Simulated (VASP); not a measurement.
# Mg (Pm-3m) in VASP: single point with PBEsol

Aim: the single point of Mg with PBEsol.

All numbers are computed with VASP 6.6.1; they aren't measurements. Logs are shortened: lines on timing, memory, paths and dates and some standing lists are left out, and cuts for length are marked.

**1. The cell of the first run**

The structure is cubic, space group Pm-3m (No. 221). The conventional cell has a = 3.946 Å, b = 3.946 Å, c = 3.946 Å, α = 90.00°, β = 90.00°, γ = 90.00°. Within 5.2 Å of Mg (site symmetry m-3m) lie 6 Mg at 3.95 Å.

This isn't the form of Mg at room conditions, which is hcp.

**2. Single point, PBEsol**

File INCAR:

```
PREC = Accurate ; ENCUT = 520
EDIFF = 1E-6 ; ISMEAR = 0
SIGMA = 0.15 ; LREAL = F
LASPH = T ; NELM = 100
ALGO = Normal ; ISIF = 2
LWAVE = F ; LCHARG = T
GGA = PS ; LELF = T
LVHAR = T ; NBANDS = 7
```

File KPOINTS:

```
Automatic mesh
0
Gamma
  6 6 6
```

File POSCAR:

```
Mg
1.0
    3.9457890000      0.0000000000      0.0000000000
    0.0000000000      3.9457890000      0.0000000000
    0.0000000000      0.0000000000      3.9457890000
Mg
1
Direct
    0.5000000000      0.5000000000      0.5000000000
```

Potentials or basis: VASP PAW PBE potentials, release 64 (Mg).

Command:

```bash
cat potpaw_PBE.64/Mg/POTCAR > POTCAR
mpirun -np 1 vasp_std > vasp.out
```

OUTCAR:

```text
PREC = Accurate
   ENCUT = 520
   EDIFF = 1E-6
   ISMEAR = 0
   LREAL = F
   LASPH = T
   NELM = 100
   ISIF = 2
   GGA = PS

 ion  position               nearest neighbor table
   1  0.500  0.500  0.500-

  LATTYP: Found a simple cubic cell.
 ALAT       =     3.9457890000

  Lattice vectors:

 A1 = (   3.9457890000,   0.0000000000,   0.0000000000)
 A2 = (   0.0000000000,   3.9457890000,   0.0000000000)
 A3 = (   0.0000000000,   0.0000000000,   3.9457890000)

Analysis of symmetry for initial positions (statically):
=====================================================================
 Subroutine PRICEL returns:
 Original cell was already a primitive cell.

 Routine SETGRP: Setting up the symmetry group for a
 simple cubic supercell.

 Subroutine GETGRP returns: Found 48 space group operations
 (whereof 48 operations were pure point group operations)
 out of a pool of 48 trial point group operations.

The static configuration has the point symmetry O_h .

Analysis of symmetry for dynamics (positions and initial velocities):
=====================================================================
 Subroutine PRICEL returns:
 Original cell was already a primitive cell.

 Routine SETGRP: Setting up the symmetry group for a
 simple cubic supercell.

 Subroutine GETGRP returns: Found 48 space group operations
 (whereof 48 operations were pure point group operations)
 out of a pool of 48 trial point group operations.

The dynamic configuration has the point symmetry O_h .

 Subroutine INISYM returns: Found 48 space group operations
 (whereof 48 operations are pure point group operations),
 and found     1 'primitive' translations

----------------------------------------------------------------------------------------

                                     Primitive cell

  volume of cell :      61.4330

  direct lattice vectors                    reciprocal lattice vectors
     3.945789000  0.000000000  0.000000000     0.253434738  0.000000000  0.000000000
     0.000000000  3.945789000  0.000000000     0.000000000  0.253434738  0.000000000
     0.000000000  0.000000000  3.945789000     0.000000000  0.000000000  0.253434738

  length of vectors
     3.945789000  3.945789000  3.945789000     0.253434738  0.253434738  0.253434738

  position of ions in fractional coordinates (direct lattice)
     0.500000000  0.500000000  0.500000000

  ion indices of the primitive-cell ions
[... 69 lines left out ...]
   EDIFF  = 0.1E-05   stopping-criterion for ELM
   LREAL  =      F    real-space projection
   EDIFFG = 0.1E-04   stopping-criterion for IOM
   NSW    =      0    number of steps for IOM
   IBRION =     -1    ionic relax: 0-MD 1-quasi-New 2-CG
   NFREE  =      0    steps in history (QN), initial steepest desc. (CG)
   ISIF   =      2    stress and relaxation
   ISYM   =      2    0-nonsym 1-usesym 2-fastsym
   POTIM  = 0.5000    time-step for ionic-motion
   TEBEG  =    0.0;   TEEND  =   0.0 temperature during run
   PSTRESS=    0.0 pullay stress
   NELECT =       2.0000    total number of electrons
   NUPDOWN=      -1.0000    fix difference up-down
   EMIN   =  10.00;   EMAX   =-10.00  energy-range for DOS
   EFERMI =   0.00;   METHOD = LEGACY
   ISMEAR =     0;   SIGMA  =   0.15  broadening in eV -4-tet -1-fermi 0-gaus
   EFERMI_NEDOS =   21; number of points for ismear=-14 and -15
   IALGO  =     38    algorithm
   IMIX   =      4    mixing-type and parameters
     AMIX     =   0.40;   BMIX     =  1.00
     AMIX_MAG =   1.60;   BMIX_MAG =  1.00
  volume/ion in A,a.u.               =      61.43       414.57
  Fermi-wavevector in a.u.,A,eV,Ry     =   0.522738  0.987832  3.717864  0.273255
  Thomas-Fermi vector in A             =   1.541686
   LORBIT       =      0    0 simple, 1 ext, 2 COOP (PROOUT), +10 PAW based schemes
   GGA     = PS    functional components
   LHFCALC =     F    Hartree Fock is set to
   AEXX    =    0.0000 exact exchange contribution
   IVDW    =     0    specifies the selected vdW correction
   LEPSILON=     F    determine dielectric tensor
   LRPA    =     F    only Hartree local field effects (RPA)
 non-spin polarized calculation
 Gauss-broadening in eV      SIGMA  =   0.15
  energy-cutoff  :      520.00
  volume of cell :       61.43
 maximum number of plane-waves:      1675
 NGX is ok and might be reduce to    30
   NGX = 15   NGY = 15   NGZ = 15

 number of electron       2.0000000 magnetization

 Free energy of the ion-electron system (eV)
  ---------------------------------------------------
  ext. energy  EPLUGINS =         0.00000000
  ---------------------------------------------------
  free energy    TOTEN  =        -0.59103531 eV

  energy without entropy =       -0.58016309  energy(sigma->0) =       -0.58559920

 E-fermi :  -0.9823     XC(G=0):  -5.8195

 val. band max:       -0.9835547720   @ k =   0.5000   0.1667   0.1667
 cond. band min:      -0.9303152837   @ k =   0.5000   0.3333   0.3333
 fundamental gap:      0.0532394883
 Fermi energy:        -0.9823012718

 k-point     1 :       0.0000    0.0000    0.0000
  band No.  band energies     occupation
      1      -4.6675      2.00000
      2       4.3474      0.00000
      3       4.3474      0.00000
      4       4.3474      0.00000
      5       4.9372      0.00000
      6       4.9372      0.00000
      7       6.4365      0.00000
[... 181 lines left out ...]
 k-point    20 :       0.5000    0.5000    0.5000
  band No.  band energies     occupation
      1       0.9844      0.00000
      2       1.5137      0.00000
      3       1.5137      0.00000
      4       1.5137      0.00000
      5       3.6560      0.00000
      6       3.6560      0.00000
      7       3.6560      0.00000

------------------------ aborting loop because EDIFF is reached ----------------------------------------

  FORCE on cell =-STRESS in cart. coord.  units (eV):
  Direction    XX          YY          ZZ          XY          YZ          ZX
  --------------------------------------------------------------------------------------
  -------------------------------------------------------------------------------------
  Total       -1.1945264     -1.1945264     -1.1945264      0.0000000      0.0000000     -0.0000000
  in kB      -31.1533511    -31.1533511    -31.1533511      0.0000000      0.0000000     -0.0000000
  external PRESSURE =     -31.1533511 kB  Pullay stress =       0.0000000 kB

 VOLUME and BASIS-vectors are now :
 -----------------------------------------------------------------------------
  energy-cutoff  :      520.00
  volume of cell :       61.43
      direct lattice vectors                 reciprocal lattice vectors
     3.945789000  0.000000000  0.000000000     0.253434738  0.000000000  0.000000000
     0.000000000  3.945789000  0.000000000     0.000000000  0.253434738  0.000000000
     0.000000000  0.000000000  3.945789000     0.000000000  0.000000000  0.253434738

 POSITION                                       TOTAL-FORCE (eV/Angst)
 -----------------------------------------------------------------------------------
      1.97289      1.97289      1.97289         0.000000      0.000000      0.000000
 -----------------------------------------------------------------------------------
    total drift:                               -0.000000      0.000000     -0.000000

  FREE ENERGIE OF THE ION-ELECTRON SYSTEM (eV)
  ---------------------------------------------------
  free  energy   TOTEN  =        -0.5910353088 eV

  energy  without entropy=       -0.5801630907  energy(sigma->0) =       -0.58559920
```

Wall time 15 s (1 thread of Intel Xeon 8259CL, shared host); peak memory 0.16 GiB.

What came out:

| Item | Value |
| --- | --- |
| Free energy | -0.5910 eV |
| Pressure | -3.1 GPa |
| Band gap on the k mesh | zero (bands 1 and 2 overlap by 2.45 eV) |

Levels at points of the mesh, in eV from the Fermi level:
| k point | band 1 | band 2 | band 3 | band 4 | band 5 |
| --- | --- | --- | --- | --- | --- |
| (0.00, 0.00, 0.00) | -3.69 | 5.33 | 5.33 | 5.33 | 5.92 |
| (0.50, 0.00, 0.00) | -1.96 | -0.48 | 6.67 | 6.67 | 7.23 |
| (0.50, 0.50, 0.00) | -0.13 | 1.07 | 1.07 | 2.95 | 7.92 |
| (0.50, 0.50, 0.50) | 1.97 | 2.50 | 2.50 | 2.50 | 4.64 |

Caveat: the cell stands under tension; the PAW data sets were made with another functional, which shifts forces and pressure a little.
